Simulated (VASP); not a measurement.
# LiCd12 (a cell with a defect) in VASP: single point with PBE

Aim: the single point of LiCd12 (a cell with a defect) with PBE.

All numbers are computed with VASP 6.6.1; they aren't measurements. Logs are shortened: lines on timing, memory, paths and dates and some standing lists are left out, and cuts for length are marked.

## (1) The cell of the first run

The cell holds a defect, 13 atoms: a = 5.960 Å, b = 8.940 Å, c = 5.620 Å, α = 90.00°, β = 90.00°, γ = 120.00°.

## (2) Single point, PBE

The input, INCAR:

```
PREC = Accurate
ENCUT = 520
EDIFF = 1E-6
ISMEAR = 0
SIGMA = 0.1
LREAL = F
LASPH = T
NELM = 100
ALGO = Normal
ISIF = 2
LWAVE = F
LCHARG = F
GGA = PE
NBANDS = 86
```

The input, KPOINTS:

```
Automatic mesh
0
Gamma
  3 2 3
```

The input, POSCAR:

```
LiCd12
1.0
    5.9600000000      0.0000000000      0.0000000000
   -4.4700000000      7.7422670000      0.0000000000
    0.0000000000      0.0000000000      5.6202800000
Cd Li
12 1
Direct
   -0.0537333941     -0.0541000255      0.0330184206
    0.1927051204      0.2764138909      0.5808944955
    0.0644479099      0.3279460908      0.1010211908
    0.1871528332      0.6170235201      0.4154443331
   -0.0409552303      0.6070742367     -0.1167067225
    0.2557356580      0.9490617111      0.6071221555
    0.4082742456     -0.0827247563      0.1203896111
    0.6947457577      0.2921713231      0.4874566771
    0.4968401869      0.2709409615      0.0033010163
    0.6643449819      0.5883772159      0.3365124445
    0.4786028341      0.6308692310     -0.1430289700
    0.7488669911      0.9149816301      0.5053028355
    0.7374949056      0.1137981704      0.8183469125
```

Potentials or basis: VASP PAW PBE potentials, release 64 (Cd, Li_sv).

Launch:

```console
$ cat potpaw_PBE.64/Cd/POTCAR potpaw_PBE.64/Li_sv/POTCAR > POTCAR
$ mpirun -np 1 vasp_std > vasp.out
```

OUTCAR:

```text
PREC = Accurate
   ENCUT = 520
   EDIFF = 1E-6
   ISMEAR = 0
   LREAL = F
   LASPH = T
   NELM = 100
   ISIF = 2
   GGA = PE

 ion  position               nearest neighbor table
   1  0.946  0.946  0.033-  13 2.67  12 2.86   7 2.93  11 2.97   6 3.01   9 3.12   7 3.13   3 3.15
                            12 3.15   5 3.18  10 3.25   2 3.61   6 3.71
   2  0.193  0.276  0.581-  13 2.70   3 2.90   8 2.97   9 3.00  12 3.01   8 3.09   3 3.11  10 3.12
                             6 3.13  11 3.15   4 3.20   1 3.61   9 3.73
   3  0.064  0.328  0.101-  13 2.50   2 2.90   4 2.91   9 2.92  11 2.94   8 2.99   5 3.11   2 3.11
                             1 3.15   9 3.21  10 3.41
   4  0.187  0.617  0.415-   7 2.86   3 2.91   5 2.94   8 2.95   6 2.99  11 3.00  10 3.01  10 3.03
                            12 3.10   2 3.20   5 3.27  11 3.56
   5  0.959  0.607  0.883-   4 2.94   9 2.97  11 2.98  11 3.00   7 3.03  10 3.05   6 3.08   3 3.11
                             1 3.18   4 3.27   8 3.30  10 3.50
   6  0.256  0.949  0.607-  13 2.76  12 2.94   7 2.94   8 2.95   4 2.99   1 3.01   5 3.08   7 3.08
                             2 3.13  12 3.15   9 3.34   1 3.71  10 3.71
   7  0.408  0.917  0.120-  13 2.52   4 2.86   1 2.93   6 2.94  12 2.97   9 3.01   5 3.03   6 3.08
                             1 3.13  11 3.16   8 3.56
   8  0.695  0.292  0.487-  13 2.54  10 2.87   9 2.93   6 2.95   4 2.95   2 2.97   3 2.99   2 3.09
                             9 3.10   5 3.30  12 3.55   7 3.56
   9  0.497  0.271  0.003-  13 2.67   3 2.92   8 2.93   5 2.97   2 3.00   7 3.01   8 3.10   1 3.12
                            10 3.12   3 3.21   6 3.34  11 3.38   2 3.73
  10  0.664  0.588  0.337-  12 2.87   8 2.87  11 3.01   4 3.01   4 3.03   5 3.05   9 3.12   2 3.12
                            11 3.22   1 3.25   3 3.41   5 3.50   6 3.71
  11  0.479  0.631  0.857-   3 2.94   1 2.97  12 2.98   5 2.98   4 3.00   5 3.00  10 3.01   2 3.15
                             7 3.16  10 3.22   9 3.38   4 3.56
  12  0.749  0.915  0.505-  13 2.53   1 2.86  10 2.87   6 2.94   7 2.97  11 2.98   2 3.01   4 3.10
                             1 3.15   6 3.15   8 3.55
  13  0.737  0.114  0.818-   3 2.50   7 2.52  12 2.53   8 2.54   1 2.67   9 2.67   2 2.70   6 2.76

  LATTYP: Found a simple monoclinic cell.
 ALAT       =     5.9600000000
 B/A-ratio  =     0.9430000000
 C/A-ratio  =     1.3228756374
 COS(beta)  =    -0.1889822391

  Lattice vectors:

 A1 = (   5.9600000000,   0.0000000000,   0.0000000000)
 A2 = (   0.0000000000,   0.0000000000,   5.6202800000)
 A3 = (  -1.4900000000,  -7.7422670000,   0.0000000000)

Analysis of symmetry for initial positions (statically):
=====================================================================
 Subroutine PRICEL returns:
 Original cell was already a primitive cell.

 Routine SETGRP: Setting up the symmetry group for a
 simple monoclinic supercell.

 Subroutine GETGRP returns: Found  1 space group operations
 (whereof  1 operations were pure point group operations)
 out of a pool of  4 trial point group operations.

The static configuration has the point symmetry C_1 .

Analysis of symmetry for dynamics (positions and initial velocities):
=====================================================================
 Subroutine PRICEL returns:
 Original cell was already a primitive cell.

 Routine SETGRP: Setting up the symmetry group for a
 simple monoclinic supercell.

 Subroutine GETGRP returns: Found  1 space group operations
 (whereof  1 operations were pure point group operations)
 out of a pool of  4 trial point group operations.

The dynamic configuration has the point symmetry C_1 .

 Subroutine INISYM returns: Found  1 space group operations
 (whereof  1 operations are pure point group operations),
 and found     1 'primitive' translations

----------------------------------------------------------------------------------------

                                     Primitive cell

  volume of cell :     259.3417

  direct lattice vectors                    reciprocal lattice vectors
     5.960000000  0.000000000  0.000000000     0.167785235  0.096870852  0.000000000
    -4.470000000  7.742267000  0.000000000     0.000000000  0.129161136  0.000000000
     0.000000000  0.000000000  5.620280000     0.000000000  0.000000000  0.177927078

  length of vectors
     5.960000000  8.939999905  5.620280000     0.193741702  0.129161136  0.177927078

  position of ions in fractional coordinates (direct lattice)
     0.946266606  0.945899975  0.033018421
     0.192705120  0.276413891  0.580894495
     0.064447910  0.327946091  0.101021191
     0.187152833  0.617023520  0.415444333
     0.959044770  0.607074237  0.883293278
     0.255735658  0.949061711  0.607122156
     0.408274246  0.917275244  0.120389611
     0.694745758  0.292171323  0.487456677
     0.496840187  0.270940962  0.003301016
     0.664344982  0.588377216  0.336512445
     0.478602834  0.630869231  0.856971030
[... 36 lines left out ...]

  Shift w.r.t. Gamma in fractional coordinates (k-lattice)
     0.000000000  0.000000000  0.000000000

 -----------------------------------------------------------------------------
|                                                                             |
|           W    W    AA    RRRRR   N    N  II  N    N   GGGG   !!!           |
|           W    W   A  A   R    R  NN   N  II  NN   N  G    G  !!!           |
|           W    W  A    A  R    R  N N  N  II  N N  N  G       !!!           |
|           W WW W  AAAAAA  RRRRR   N  N N  II  N  N N  G  GGG   !            |
|           WW  WW  A    A  R   R   N   NN  II  N   NN  G    G                |
|           W    W  A    A  R    R  N    N  II  N    N   GGGG   !!!           |
|                                                                             |
|     Your reciprocal lattice and k-lattice belong to different lattice       |
|     classes:                                                                |
|                                                                             |
|        The reciprocal lattice is simple monoclinic,                         |
|        whereas your k-lattice is hexagonal.                                 |
|                                                                             |
|     Results are often still useful ...                                      |
|                                                                             |
 -----------------------------------------------------------------------------

 Subroutine IBZKPT returns following result:
 ===========================================

 Found     10 irreducible k-points:

 Following reciprocal coordinates:
            Coordinates               Weight
  0.000000  0.000000  0.000000      1.000000
  0.333333  0.000000  0.000000      2.000000
  0.000000  0.500000  0.000000      1.000000
  0.333333  0.500000  0.000000      2.000000
  0.000000  0.000000  0.333333      2.000000
  0.333333  0.000000  0.333333      2.000000
 -0.333333 -0.000000  0.333333      2.000000
  0.000000  0.500000  0.333333      2.000000
  0.333333  0.500000  0.333333      2.000000
 -0.333333  0.500000  0.333333      2.000000
   k-points           NKPTS =     10   k-points in BZ     NKDIM =     10   number of bands    NBANDS=     86
   number of dos      NEDOS =    301   number of ions     NIONS =     13
   total plane-waves  NPLWV = 141120
   dimension x,y,z NGX =    48 NGY =   70 NGZ =   42
   dimension x,y,z NGXF=    96 NGYF=  140 NGZF=   84
   ions per type =              12   1
   NGX,Y,Z   is equivalent  to a cutoff of  13.39, 13.02, 12.42 a.u.
   NGXF,Y,Z  is equivalent  to a cutoff of  26.78, 26.03, 24.85 a.u.
 SYSTEM =  unknown system
   PREC   = accura    normal or accurate (medium, high low for compatibility)
   ISTART =      0    job   : 0-new  1-cont  2-samecut
   ICHARG =      2    charge: 1-file 2-atom 10-const
   ISPIN  =      1    spin polarized calculation?
   LNONCOLLINEAR =      F non collinear calculations
   LSORBIT =      F    spin-orbit coupling
   LASPH  =      T    aspherical Exc in radial PAW
   ENCUT  =  520.0 eV  38.22 Ry    6.18 a.u.  11.08 16.62 10.45*2*pi/ulx,y,z
   NELM   =    100;   NELMIN=  2; NELMDL= -5     # of ELM steps
   EDIFF  = 0.1E-05   stopping-criterion for ELM
   LREAL  =      F    real-space projection
   EDIFFG = 0.1E-04   stopping-criterion for IOM
   NSW    =      0    number of steps for IOM
   IBRION =     -1    ionic relax: 0-MD 1-quasi-New 2-CG
   NFREE  =      0    steps in history (QN), initial steepest desc. (CG)
   ISIF   =      2    stress and relaxation
   ISYM   =      2    0-nonsym 1-usesym 2-fastsym
   POTIM  = 0.5000    time-step for ionic-motion
   TEBEG  =    0.0;   TEEND  =   0.0 temperature during run
   PSTRESS=    0.0 pullay stress
   NELECT =     147.0000    total number of electrons
   NUPDOWN=      -1.0000    fix difference up-down
   EMIN   =  10.00;   EMAX   =-10.00  energy-range for DOS
   EFERMI =   0.00;   METHOD = LEGACY
   ISMEAR =     0;   SIGMA  =   0.10  broadening in eV -4-tet -1-fermi 0-gaus
   EFERMI_NEDOS =   21; number of points for ismear=-14 and -15
   IALGO  =     38    algorithm
   IMIX   =      4    mixing-type and parameters
     AMIX     =   0.40;   BMIX     =  1.00
     AMIX_MAG =   1.60;   BMIX_MAG =  1.00
  volume/ion in A,a.u.               =      19.95       134.62
  Fermi-wavevector in a.u.,A,eV,Ry     =   1.354846  2.560287 24.974946  1.835607
  Thomas-Fermi vector in A             =   2.481983
   LORBIT       =      0    0 simple, 1 ext, 2 COOP (PROOUT), +10 PAW based schemes
   GGA     = PE    functional components
   LHFCALC =     F    Hartree Fock is set to
   AEXX    =    0.0000 exact exchange contribution
   IVDW    =     0    specifies the selected vdW correction
   LEPSILON=     F    determine dielectric tensor
   LRPA    =     F    only Hartree local field effects (RPA)
 non-spin polarized calculation
 Gauss-broadening in eV      SIGMA  =   0.10
  energy-cutoff  :      520.00
  volume of cell :      259.34
 maximum number of plane-waves:      7003
 NGX is ok and might be reduce to    48
   NGX = 23   NGY = 33   NGZ = 21

 number of electron     147.0000001 magnetization

 Free energy of the ion-electron system (eV)
  ---------------------------------------------------
  ext. energy  EPLUGINS =         0.00000000
  ---------------------------------------------------
  free energy    TOTEN  =        -9.87572333 eV

  energy without entropy =       -9.85582721  energy(sigma->0) =       -9.86577527

 E-fermi :   3.4676     XC(G=0): -11.1398

 val. band max:        3.4364391627   @ k =   0.0000   0.0000   0.3333
 cond. band min:       3.5488368680   @ k =   0.3333   0.0000   0.0000
 fundamental gap:      0.1123977053
 Fermi energy:         3.4675639183

 k-point     1 :       0.0000    0.0000    0.0000
  band No.  band energies     occupation
      1     -43.0802      2.00000
      2      -6.7206      2.00000
      3      -6.6973      2.00000
      4      -6.6249      2.00000
      5      -6.5935      2.00000
      6      -6.5910      2.00000
[... 869 lines left out ...]
     84       8.4992      0.00000
     85       8.6189      0.00000
 [bands above 85 left out]

------------------------ aborting loop because EDIFF is reached ----------------------------------------

  FORCE on cell =-STRESS in cart. coord.  units (eV):
  Direction    XX          YY          ZZ          XY          YZ          ZX
  --------------------------------------------------------------------------------------
  -------------------------------------------------------------------------------------
  Total        7.0675436     16.5622808     15.9030082      0.3750684     -0.0274711      0.7050733
  in kB       43.6623115    102.3194904     98.2465954      2.3171208     -0.1697129      4.3558456
  external PRESSURE =      81.4094658 kB  Pullay stress =       0.0000000 kB

 VOLUME and BASIS-vectors are now :
 -----------------------------------------------------------------------------
  energy-cutoff  :      520.00
  volume of cell :      259.34
      direct lattice vectors                 reciprocal lattice vectors
     5.960000000  0.000000000  0.000000000     0.167785235  0.096870852  0.000000000
    -4.470000000  7.742267000  0.000000000     0.000000000  0.129161136  0.000000000
     0.000000000  0.000000000  5.620280000     0.000000000  0.000000000  0.177927078

 POSITION                                       TOTAL-FORCE (eV/Angst)
 -----------------------------------------------------------------------------------
      1.41158      7.32341      0.18557         0.000480      0.013128     -0.000725
     -0.08705      2.14007      3.26479         0.001153      0.000829      0.006442
     -1.08181      2.53905      0.56777        -0.006808     -0.009135     -0.006379
     -1.64266      4.77716      2.33491         0.001549     -0.003786     -0.000718
      3.00228      4.70013      4.96436        -0.000654     -0.005957     -0.000296
     -2.71812      7.34789      3.41220        -0.004212      0.005655      0.003467
     -1.66691      7.10179      0.67662         0.008403      0.010172     -0.011110
      2.83468      2.26207      2.73964         0.007596     -0.008051      0.007265
      1.75006      2.09770      0.01855         0.002511     -0.005197     -0.002208
      1.32945      4.55537      1.89129        -0.000253     -0.002577      0.001050
      0.03249      4.88436      4.81642         0.000147     -0.003478      0.000008
      0.37328      7.08403      2.83994        -0.006915      0.007573      0.004226
      3.88679      0.88106      4.59934        -0.002999      0.000824     -0.001024
 -----------------------------------------------------------------------------------
    total drift:                               -0.000391     -0.000393     -0.000616

  FREE ENERGIE OF THE ION-ELECTRON SYSTEM (eV)
  ---------------------------------------------------
  free  energy   TOTEN  =        -9.8757233273 eV

  energy  without entropy=       -9.8558272065  energy(sigma->0) =       -9.86577527
```

Run time: 4.7 min. Hardware: 1 thread of AMD EPYC 7R43 (Zen 3), shared host; peak memory 0.39 GiB.

Results:

```
Free energy            : -9.8757 eV
Largest force          : 0.017 eV/Å
Band gap on the k mesh : zero (an odd number of electrons rules out a gap without spin polarisation)
```

Forces in eV/Å, atoms in the order of the input:
```
Cd   0.000  0.013 -0.001
Cd   0.001  0.001  0.006
Cd  -0.007 -0.009 -0.006
Cd   0.002 -0.004 -0.001
Cd  -0.001 -0.006  0.000
Cd  -0.004  0.006  0.003
Cd   0.008  0.010 -0.011
Cd   0.008 -0.008  0.007
Cd   0.003 -0.005 -0.002
Cd   0.000 -0.003  0.001
Cd   0.000 -0.003  0.000
Cd  -0.007  0.008  0.004
Li  -0.003  0.001 -0.001
```

Levels at points of the mesh, in eV from the Fermi level:
| k point | band 69 | band 70 | band 71 | band 72 | band 73 | band 74 | band 75 | band 76 | band 77 | band 78 |
| --- | --- | --- | --- | --- | --- | --- | --- | --- | --- | --- |
| (0.00, 0.00, 0.00) | -2.65 | -2.29 | -1.50 | -1.29 | -0.26 | -0.17 | 0.27 | 0.71 | 1.11 | 1.20 |
| (0.00, 0.50, 0.00) | -2.73 | -2.62 | -2.43 | -2.09 | -2.04 | -0.22 | 0.73 | 0.93 | 1.04 | 1.53 |

Caveat: the k points lie up to 0.41 Å⁻¹ apart, too coarse for converged energies and pressures of a metal; the cutoff is under 1.25 times the usual one of these potentials, so pressure, stress and relaxed cells hold a basis-set (Pulay) error.

The gap in the log of VASP goes by the Fermi energy; the results here count the filled bands.